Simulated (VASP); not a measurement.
Set up this calculation in VASP 6.6.1, as the native input.

```yaml
Task: single point
Functional: PBE
Potentials_or_basis: VASP PAW PBE potentials, release 64 (Ni)
Cutoff: 520 eV
k_mesh: 14 × 14 × 14
Occupations: fermi-dirac, width 0.1 eV
Spin: collinear spin, ferromagnetic start
Starting_moments: "[1.0, 1.0] μB"
Dipole_correction: no
Further_INCAR_settings: ALGO = Normal; EDIFF = 1e-06; NBANDS = 21
```

The structure of Ni lies in POSCAR:

```
Ni
1.0
    0.0000000000      2.4121671223      2.4121671223
    2.4121671223      0.0000000000      2.4121671223
    2.4121671223      2.4121671223      0.0000000000
Ni
2
Direct
   -0.1250000000     -0.1250000000     -0.1250000000
    0.1250000000      0.1250000000      0.1250000000
```

The input as run:

INCAR

```
ALGO = Normal ; EDIFF = 1E-6
ENCUT = 520 ; GGA = PE
ISIF = 2 ; ISMEAR = -1
ISPIN = 2 ; LASPH = T
LCHARG = F ; LMAXMIX = 4
LORBIT = 11 ; LREAL = F
LWAVE = F ; MAGMOM = 1 1
NBANDS = 21 ; NELM = 150
PREC = Accurate ; SIGMA = 0.1
```

KPOINTS

```
k-points
0
Gamma
  14 14 14
```

Potentials or basis: VASP PAW PBE potentials, release 64 (Ni).

The run is started by

```console
$ cat potpaw_PBE.64/Ni/POTCAR > POTCAR
$ mpirun -np 1 vasp_std > vasp.out
```

Results of the run:

The pressure is 22.3 GPa, the net moment is 1.54 μB per cell and the site moments are Ni +0.76 μB. The valence electrons inside the program's atomic spheres are Ni 9.45.

It took 110 s on 1 thread of Intel Xeon 6975P-C, with other jobs on the host, peak memory 0.23 GiB.
